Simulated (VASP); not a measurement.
A run of VASP 6.6.1 is set up as follows.

The input POSCAR:

```
SiO2
1.0
    3.9877612462      0.0000000000      0.0000000000
    0.0000000000      3.9877612462      0.0000000000
    0.0000000000      0.0000000000      2.5869270570
Si O
2 4
Direct
    0.0000000000      0.0000000000      0.0000000000
    0.5000000000      0.5000000000      0.5000000000
    0.3022868117      0.3022868117      0.0000000000
    0.1977131883      0.8022868117      0.5000000000
    0.6977131883      0.6977131883      0.0000000000
    0.8022868117      0.1977131883      0.5000000000
```

File INCAR.step1:

```
SYSTEM = SiO2
PREC = Accurate
ENCUT = 520
ISMEAR = 0
SIGMA = 0.02
LREAL = .FALSE.
LASPH = .TRUE.
NELM = 100
NBANDS = 25
GGA = PE
ALGO = Normal
EDIFF = 1E-4
LWAVE = .TRUE.
LCHARG = .FALSE.
```

File INCAR.step2:

```
SYSTEM = SiO2
PREC = Accurate
ENCUT = 520
EDIFF = 1E-6
ISMEAR = 0
SIGMA = 0.02
LREAL = .FALSE.
LASPH = .TRUE.
NELM = 100
ALGO = Normal
ISIF = 2
LWAVE = .FALSE.
LCHARG = .FALSE.
METAGGA = R2SCAN
LMIXTAU = .TRUE.
NBANDS = 25
ISTART = 1
```

Contents of KPOINTS:

```
regular mesh
0
G
  6 6 8
  0 0 0
```

Potentials or basis: VASP PAW PBE potentials, release 64 (Si, O).

Command:

```bash
$ cat potpaw_PBE.64/Si/POTCAR potpaw_PBE.64/O/POTCAR > POTCAR
$ cp INCAR.step1 INCAR
$ mpirun -np 1 vasp_std > vasp.out
$ cp INCAR.step2 INCAR
$ mpirun -np 1 vasp_std > vasp.out
```

(1) Estimate the pressure.

(2) What does it give for the band gap on the k mesh?

Answers

(1) 53.5 GPa.

(2) 7.88 eV, direct.

Caveat: the PAW data sets were made with another functional, which shifts forces and pressure a little.
